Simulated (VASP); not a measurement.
# Ta (Im-3m) in VASP: notebook

The runs below take Ta through single point, with RPBE.

Program: VASP 6.6.1. These are calculated values, not measurements. Logs are shortened: lines on timing, memory, paths and dates and some standing lists are left out, and cuts for length are marked.

## (1) The cell of the first run

The structure is cubic, space group Im-3m (No. 229). The conventional cell has a = 3.341 Å, b = 3.341 Å, c = 3.341 Å, α = 90.00°, β = 90.00°, γ = 90.00°. Ta (site symmetry m-3m) has 14 Ta at 2.89 to 3.34 Å within 3.8 Å.

## (2) Single point, RPBE

Contents of INCAR:

```
SYSTEM = Ta
PREC     = Accurate       ! precision mode
ENCUT    = 520            ! plane-wave cutoff, eV
EDIFF    = 1E-7           ! SCF threshold, eV
ISMEAR   = -1             ! smearing method
SIGMA    = 0.1            ! smearing width, eV
LREAL    = .False.        ! projectors in reciprocal space
LASPH    = .True.         ! aspherical terms in the spheres
NELM     = 80             ! most SCF steps
ALGO     = Normal         ! electronic algorithm
ISIF     = 2              ! what is computed and relaxed
LWAVE    = .False.        ! write WAVECAR
LCHARG   = .True.         ! write CHGCAR
GGA      = RP             ! functional
LELF     = .True.         ! ELF
LVHAR    = .True.       
NBANDS   = 12             ! bands
```

Contents of KPOINTS:

```
Automatic mesh
0
Gamma
  22 22 22
  0 0 0
```

Contents of POSCAR:

```
Ta
1.0
   -1.6703412711      1.6703412711      1.6703412711
    1.6703412711     -1.6703412711      1.6703412711
    1.6703412711      1.6703412711     -1.6703412711
Ta
1
Direct
    0.0000000000      0.0000000000      0.0000000000
```

Potentials or basis: VASP PAW PBE potentials, release 64 (Ta_pv).

Command:

```bash
$ cat potpaw_PBE.64/Ta_pv/POTCAR > POTCAR
$ mpirun -np 1 vasp_std > vasp.out
```

OUTCAR:

```text
SYSTEM = Ta
   PREC = Accurate
   ENCUT = 520
   EDIFF = 1E-7
   ISMEAR = -1
   LREAL = .False.
   LASPH = .True.
   NELM = 80
   ISIF = 2
   GGA = RP

 ion  position               nearest neighbor table
   1  0.000  0.000  0.000-

  LATTYP: Found a body centered cubic cell.
 ALAT       =     3.3406825422

  Lattice vectors:

 A1 = (  -1.6703412711,   1.6703412711,   1.6703412711)
 A2 = (   1.6703412711,  -1.6703412711,   1.6703412711)
 A3 = (   1.6703412711,   1.6703412711,  -1.6703412711)

Analysis of symmetry for initial positions (statically):
=====================================================================
 Subroutine PRICEL returns:
 Original cell was already a primitive cell.

 Routine SETGRP: Setting up the symmetry group for a
 body centered cubic supercell.

 Subroutine GETGRP returns: Found 48 space group operations
 (whereof 48 operations were pure point group operations)
 out of a pool of 48 trial point group operations.

The static configuration has the point symmetry O_h .

Analysis of symmetry for dynamics (positions and initial velocities):
=====================================================================
 Subroutine PRICEL returns:
 Original cell was already a primitive cell.

 Routine SETGRP: Setting up the symmetry group for a
 body centered cubic supercell.

 Subroutine GETGRP returns: Found 48 space group operations
 (whereof 48 operations were pure point group operations)
 out of a pool of 48 trial point group operations.

The dynamic configuration has the point symmetry O_h .

 Subroutine INISYM returns: Found 48 space group operations
 (whereof 48 operations are pure point group operations),
 and found     1 'primitive' translations

----------------------------------------------------------------------------------------

                                     Primitive cell

  volume of cell :      18.6413

  direct lattice vectors                    reciprocal lattice vectors
    -1.670341271  1.670341271  1.670341271     0.000000000  0.299340026  0.299340026
     1.670341271 -1.670341271  1.670341271     0.299340026  0.000000000  0.299340026
     1.670341271  1.670341271 -1.670341271     0.299340026  0.299340026  0.000000000

  length of vectors
     2.893115948  2.893115948  2.893115948     0.423330725  0.423330725  0.423330725

  position of ions in fractional coordinates (direct lattice)
     0.000000000  0.000000000  0.000000000

  ion indices of the primitive-cell ions
   primitive index   ion index
                 1           1

----------------------------------------------------------------------------------------

 KPOINTS: Automatic mesh

Automatic generation of k-mesh.
 Grid dimensions read from file:
 generate k-points for:   22   22   22

 Generating k-lattice:

  Cartesian coordinates                     Fractional coordinates (reciprocal lattice)
     0.000000000  0.013606365  0.013606365     0.045454545  0.000000000  0.000000000
     0.013606365  0.000000000  0.013606365     0.000000000  0.045454545  0.000000000
     0.013606365  0.013606365  0.000000000     0.000000000  0.000000000  0.045454545

  Length of vectors
     0.019242306  0.019242306  0.019242306

  Shift w.r.t. Gamma in fractional coordinates (k-lattice)
     0.000000000  0.000000000  0.000000000

 Subroutine IBZKPT returns following result:
 ===========================================

 Found    328 irreducible k-points:

 Following reciprocal coordinates:
            Coordinates               Weight
  0.000000  0.000000  0.000000      1.000000
  0.045455  0.000000  0.000000     12.000000
  0.090909  0.000000  0.000000     12.000000
  0.136364  0.000000  0.000000     12.000000
  0.181818  0.000000  0.000000     12.000000
  0.227273  0.000000  0.000000     12.000000
[... 16 lines left out ...]
  0.090909  0.090909  0.000000     24.000000
  0.136364  0.090909  0.000000     48.000000
 [... further k-points ...]
   k-points           NKPTS =    328   k-points in BZ     NKDIM =    328   number of bands    NBANDS=     12
   number of dos      NEDOS =    301   number of ions     NIONS =      1
   total plane-waves  NPLWV =  13824
   dimension x,y,z NGX =    24 NGY =   24 NGZ =   24
   dimension x,y,z NGXF=    48 NGYF=   48 NGZF=   48
   ions per type =               1
   NGX,Y,Z   is equivalent  to a cutoff of  13.79, 13.79, 13.79 a.u.
   NGXF,Y,Z  is equivalent  to a cutoff of  27.58, 27.58, 27.58 a.u.
 SYSTEM =  Ta
   PREC   = accura    normal or accurate (medium, high low for compatibility)
   ISTART =      0    job   : 0-new  1-cont  2-samecut
   ICHARG =      2    charge: 1-file 2-atom 10-const
   ISPIN  =      1    spin polarized calculation?
   LNONCOLLINEAR =      F non collinear calculations
   LSORBIT =      F    spin-orbit coupling
   LASPH  =      T    aspherical Exc in radial PAW
   ENCUT  =  520.0 eV  38.22 Ry    6.18 a.u.   5.38  5.38  5.38*2*pi/ulx,y,z
   NELM   =     80;   NELMIN=  2; NELMDL= -5     # of ELM steps
[... 63 lines left out ...]
      7       6.0508      0.00128
      8       9.2084      0.00000
      9       9.2084      0.00000
     10      19.9378      0.00000
     11      20.1132      0.00000
     12      20.1132      0.00000

 k-point     2 :       0.0455    0.0000    0.0000
  band No.  band energies     occupation
      1     -27.9630      2.00000
      2     -27.9472      2.00000
      3     -27.9402      2.00000
      4      -2.3918      2.00000
      5       5.9925      0.00230
      6       6.0349      0.00150
      7       6.1373      0.00054
      8       9.1114      0.00000
      9       9.2085      0.00000
     10      19.9377      0.00000
     11      20.1939      0.00000
     12      20.2700      0.00000

 k-point     3 :       0.0909    0.0000    0.0000
  band No.  band energies     occupation
      1     -28.0292      2.00000
      2     -27.9679      2.00000
      3     -27.9405      2.00000
      4      -2.1309      2.00000
      5       5.8276      0.01189
      6       5.9732      0.00279
      7       6.3950      0.00004
      8       8.8807      0.00000
      9       9.2119      0.00000
     10      19.9376      0.00000
     11      20.4097      0.00000
     12      20.7298      0.00000

 k-point     4 :       0.1364    0.0000    0.0000
  band No.  band energies     occupation
      1     -28.1322      2.00000
      2     -28.0002      2.00000
      3     -27.9410      2.00000
      4      -1.7156      2.00000
      5       5.5813      0.13120
      6       5.8333      0.01124
      7       6.8186      0.00000
      8       8.6518      0.00000
      9       9.2273      0.00000
     10      19.9375      0.00000
     11      20.6668      0.00000
     12      21.4642      0.00000

 k-point     5 :       0.1818    0.0000    0.0000
  band No.  band energies     occupation
      1     -28.2621      2.00000
      2     -28.0415      2.00000
      3     -27.9416      2.00000
      4      -1.1776      2.00000
      5       5.2861      1.14680
      6       5.6051      0.10496
      7       7.3990      0.00000
      8       8.5409      0.00000
      9       9.2658      0.00000
     10      19.9373      0.00000
     11      20.7690      0.00000
     12      22.2955      0.00000
[... 228 lines left out ...]
      1     -28.9325      2.00000
      2     -28.2700      2.00000
      3     -27.9542      2.00000
      4       1.1234      2.00000
      5       3.9589      2.00000
      6       6.1496      0.00048
      7       9.0922      0.00000
      8      10.0135      0.00000
      9      12.2672      0.00000
     10      16.9375      0.00000
     11      17.5319      0.00000
     12      19.9405      0.00000

 k-point    22 :       0.4545    0.0455    0.0000
  band No.  band energies     occupation
      1     -28.9703      2.00000
      2     -28.2837      2.00000
      3     -27.9544      2.00000
      4       1.1466      2.00000
      5       3.8909      2.00000
      6       6.5303      0.00001
      7       9.0465      0.00000
      8      10.1077      0.00000
      9      12.7786      0.00000
     10      16.4668      0.00000
     11      17.2332      0.00000
     12      19.9403      0.00000

 k-point    23 :       0.0909    0.0909    0.0000
  band No.  band energies     occupation
      1     -28.1897      2.00000
      2     -27.9984      2.00000
      3     -27.9619      2.00000
      4      -1.4739      2.00000
      5       5.5297      0.21048
      6       5.6267      0.08542
      7       7.1201      0.00000
      8       8.4570      0.00000
      9       9.3419      0.00000
     10      19.9374      0.00000
     11      20.9150      0.00000
     12      21.7007      0.00000

 k-point    24 :       0.1364    0.0909    0.0000
  band No.  band energies     occupation
      1     -28.3085      2.00000
      2     -28.0370      2.00000
      3     -27.9685      2.00000
      4      -0.9466      2.00000
      5       5.2607      1.26828
      6       5.3842      0.67050
      7       7.7216      0.00000
      8       8.3177      0.00000
      9       9.4552      0.00000
     10      19.9371      0.00000
     11      21.1668      0.00000
     12      21.9236      0.00000

 [... further k-points ...]

------------------------ aborting loop because EDIFF is reached ----------------------------------------

  FORCE on cell =-STRESS in cart. coord.  units (eV):
  Direction    XX          YY          ZZ          XY          YZ          ZX
  --------------------------------------------------------------------------------------
  -------------------------------------------------------------------------------------
  Total       -0.0021647     -0.0021647     -0.0021647     -0.0000000      0.0000000     -0.0000000
  in kB       -0.1860515     -0.1860515     -0.1860515     -0.0000000      0.0000000     -0.0000000
  external PRESSURE =      -0.1860515 kB  Pullay stress =       0.0000000 kB

 VOLUME and BASIS-vectors are now :
 -----------------------------------------------------------------------------
  energy-cutoff  :      520.00
  volume of cell :       18.64
      direct lattice vectors                 reciprocal lattice vectors
    -1.670341271  1.670341271  1.670341271     0.000000000  0.299340026  0.299340026
     1.670341271 -1.670341271  1.670341271     0.299340026  0.000000000  0.299340026
     1.670341271  1.670341271 -1.670341271     0.299340026  0.299340026  0.000000000

 POSITION                                       TOTAL-FORCE (eV/Angst)
 -----------------------------------------------------------------------------------
      0.00000      0.00000      0.00000         0.000000      0.000000     -0.000000
 -----------------------------------------------------------------------------------
    total drift:                               -0.000000      0.000000      0.000000

  FREE ENERGIE OF THE ION-ELECTRON SYSTEM (eV)
  ---------------------------------------------------
  free  energy   TOTEN  =       -11.3365850515 eV

  energy  without entropy=      -11.2916059065  energy(sigma->0) =      -11.31409548
```

Wall time 34 s (1 thread of Intel Xeon Platinum 8559C (Emerald Rapids), shared host); peak memory 0.2 GiB.

What came out:

```yaml
Free_energy: -11.3366 eV
Pressure: 0.0 GPa
```

Levels at points of the mesh, in eV from the Fermi level:
| k point | band 2 | band 3 | band 4 | band 5 | band 6 | band 7 | band 8 | band 9 | band 10 | band 11 |
| --- | --- | --- | --- | --- | --- | --- | --- | --- | --- | --- |
| (0.00, 0.00, 0.00) | -33.26 | -33.26 | -7.80 | 0.74 | 0.74 | 0.74 | 3.89 | 3.89 | 14.62 | 14.80 |
| (0.50, 0.00, 0.00) | -33.60 | -33.26 | -4.23 | -1.45 | 1.39 | 3.76 | 4.74 | 7.46 | 11.20 | 11.74 |
| (0.50, 0.50, 0.50) | -33.99 | -33.99 | -3.61 | -3.61 | 6.55 | 6.55 | 6.55 | 8.31 | 8.31 | 8.31 |

Caveat: the PAW data sets were made with another functional, which shifts forces and pressure a little; spin-orbit coupling is left out, which moves the levels of the heavy elements.

## (3) Single point, RPBE (volume scaled by 1.04)

Contents of INCAR:

```
SYSTEM = Ta
PREC     = Accurate       ! precision mode
ENCUT    = 520            ! plane-wave cutoff, eV
EDIFF    = 1E-6           ! SCF threshold, eV
ISMEAR   = -1             ! smearing method
SIGMA    = 0.1            ! smearing width, eV
LREAL    = .FALSE.        ! projectors in reciprocal space
LASPH    = .TRUE.         ! aspherical terms in the spheres
NELM     = 60             ! most SCF steps
ALGO     = Normal         ! electronic algorithm
ISIF     = 2              ! what is computed and relaxed
LWAVE    = .FALSE.        ! write WAVECAR
LCHARG   = .FALSE.        ! write CHGCAR
GGA      = RP             ! functional
NBANDS   = 12             ! bands
```

Contents of KPOINTS:

```
regular mesh
0
G
  22 22 22
  0 0 0
```

Contents of POSCAR:

```
Ta
1.0
   -1.6923219664      1.6923219664      1.6923219664
    1.6923219664     -1.6923219664      1.6923219664
    1.6923219664      1.6923219664     -1.6923219664
Ta
1
Direct
    0.0000000000      0.0000000000      0.0000000000
```

Potentials or basis: VASP PAW PBE potentials, release 64 (Ta_pv).

Command:

```bash
$ cat potpaw_PBE.64/Ta_pv/POTCAR > POTCAR
$ mpirun -np 1 vasp_std > vasp.out
```

Wall time 26 s (1 thread of Intel Xeon Platinum 8559C (Emerald Rapids), shared host); peak memory 0.19 GiB.

Results (log left out):

```yaml
Free_energy: -11.3204 eV
Pressure: -6.9 GPa
```

Levels at points of the mesh, in eV from the Fermi level:
```
           k point  band 4  band 5  band 6  band 7  band 8  band 9
(0.00, 0.00, 0.00)   -7.64    0.72    0.72    0.72    3.75    3.75
(0.50, 0.00, 0.00)   -4.07   -1.35    1.23    3.59    4.53    7.08
(0.50, 0.50, 0.50)   -3.40   -3.40    6.24    6.24    6.24    7.98
```

Caveat: the PAW data sets were made with another functional, which shifts forces and pressure a little; spin-orbit coupling is left out, which moves the levels of the heavy elements.

## (4) Single point, RPBE (volume scaled by 1.08)

Contents of INCAR:

```
  ALGO = Normal
  EDIFF = 1E-6
  ENCUT = 520
  GGA = RP
  ISIF = 2
  ISMEAR = -1
  LASPH = T
  LCHARG = T
  LELF = T
  LREAL = F
  LVHAR = T
  LWAVE = F
  NBANDS = 12
  NELM = 80
  PREC = Accurate
  SIGMA = 0.1
```

Contents of KPOINTS:

```
k-points
0
Gamma
  22 22 22
```

Contents of POSCAR:

```
Ta
1.0
   -1.7137460378      1.7137460378      1.7137460378
    1.7137460378     -1.7137460378      1.7137460378
    1.7137460378      1.7137460378     -1.7137460378
Ta
1
Direct
    0.0000000000      0.0000000000      0.0000000000
```

Command:

```bash
$ cat potpaw_PBE.64/Ta_pv/POTCAR > POTCAR
$ mpirun -np 1 vasp_std > vasp.out
```

It took 30 s on 1 thread of Intel Xeon Platinum 8559C (Emerald Rapids), shared host; peak memory 0.2 GiB.

It converged, with:

```yaml
Free_energy: -11.2752 eV
Pressure: -12.5 GPa
```

Levels at points of the mesh, in eV from the Fermi level:
| k point | band 3 | band 4 | band 5 | band 6 | band 7 | band 8 | band 9 | band 10 |
| --- | --- | --- | --- | --- | --- | --- | --- | --- |
| (0.00, 0.00, 0.00) | -33.57 | -7.50 | 0.71 | 0.71 | 0.71 | 3.61 | 3.61 | 14.43 |
| (0.50, 0.00, 0.00) | -33.57 | -3.93 | -1.26 | 1.10 | 3.43 | 4.33 | 6.74 | 10.03 |
| (0.50, 0.50, 0.50) | -34.14 | -3.20 | -3.20 | 5.94 | 5.94 | 5.94 | 7.67 | 7.67 |

Caveat: the PAW data sets were made with another functional, which shifts forces and pressure a little; spin-orbit coupling is left out, which moves the levels of the heavy elements.

## (5) Single point, RPBE (volume scaled by 1.12)

Contents of INCAR:

```
SYSTEM = Ta
PREC = Accurate
ENCUT = 520
EDIFF = 1E-7
ISMEAR = -1
SIGMA = 0.1
LREAL = .False.
LASPH = .True.
NELM = 60
ALGO = Normal
ISIF = 2
LWAVE = .False.
LCHARG = .False.
GGA = RP
NBANDS = 12
```

Contents of KPOINTS:

```
Automatic mesh
0
Gamma
  22 22 22
  0 0 0
```

Contents of POSCAR:

```
Ta
1.0
   -1.7346474396      1.7346474396      1.7346474396
    1.7346474396     -1.7346474396      1.7346474396
    1.7346474396      1.7346474396     -1.7346474396
Ta
1
Direct
    0.0000000000      0.0000000000      0.0000000000
```

Command:

```bash
$ cat potpaw_PBE.64/Ta_pv/POTCAR > POTCAR
$ mpirun -np 1 vasp_std > vasp.out
```

Run time: 35 s. Hardware: 1 thread of Intel Xeon Platinum 8559C (Emerald Rapids), shared host; peak memory 0.19 GiB.

Results (log left out):

* Free energy: -11.2061 eV
* Pressure: -17.1 GPa

Levels at points of the mesh, in eV from the Fermi level:
```
           k point  band 3  band 4  band 5  band 6  band 7  band 8  band 9  band 10
(0.00, 0.00, 0.00)  -33.72   -7.36    0.69    0.69    0.69    3.47    3.47    14.26
(0.50, 0.00, 0.00)  -33.72   -3.79   -1.18    0.98    3.28    4.15    6.41     9.51
(0.50, 0.50, 0.50)  -34.22   -3.03   -3.03    5.67    5.67    5.67    7.39     7.39
```

Caveat: the PAW data sets were made with another functional, which shifts forces and pressure a little; spin-orbit coupling is left out, which moves the levels of the heavy elements.

## (6) Overview

| cell | gap on the mesh (eV) | pressure (GPa) |
| --- | --- | --- |
| a = 2.893 Å, angles 109.5°, 1 atom | none | 0.0 |
| a = 2.931 Å, angles 109.5°, 1 atom | none | -6.9 |
| a = 2.968 Å, angles 109.5°, 1 atom | none | -12.5 |
| a = 3.004 Å, angles 109.5°, 1 atom | none | -17.1 |

Alike in all rows: task single point; level RPBE; potentials or basis VASP PAW PBE potentials, release 64 (Ta_pv); no spin polarisation; k mesh 22 × 22 × 22; cutoff (eV) 520; smearing fermi-dirac 0.1 eV.

Caveats: the PAW data sets were made with another functional, which shifts forces and pressure a little; spin-orbit coupling is left out, which moves the levels of the heavy elements.

Total energies depend on the potentials used, so only differences within one code and one set of settings carry meaning.
